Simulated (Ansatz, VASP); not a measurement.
## Two plane-wave programs on BiRu

```
Bi Ru
1.0
     3.40272    0.00000    0.00000
     0.00000    3.40272    0.00000
     0.00000    0.00000    3.40272
Bi Ru
1 1
Direct
  0.50000 0.50000 0.50000
  0.00000 0.00000 0.00000
```

Alike in both runs: task relaxation of cell and atoms; functional PBE; k mesh 16 × 16 × 16; occupations gaussian, width 0.1 eV; no spin polarisation.

|  | VASP | Ansatz |
| --- | --- | --- |
| version | VASP 6.6.1 | Ansatz 0.2.0 |
| potentials or method | VASP PAW PBE potentials, release 64 (Bi_d, Ru_pv), cutoff 600 eV | scalar-relativistic, plane waves, PAW |
| valence electrons in the cell | 29 | 31 |

|  | VASP | Ansatz | Ansatz less VASP |
| --- | --- | --- | --- |
| gap on the k mesh at the Fermi level, each at its own relaxed structure (eV) | none | none | - |
| relaxed volume (Å³/atom) | 19.58 | 19.58 | 0.000 |
| relaxed length of the cell vector where the two differ most in proportion (Å) | 3.396 | 3.396 | 0.0000 |

A gap of «none» marks a metal or a gap that the smearing closes. VASP's potentials hold 29 valence electrons a cell and Ansatz's 31, so a difference there can come from the potentials and not from the codes.

Neither program's run includes spin-orbit coupling.
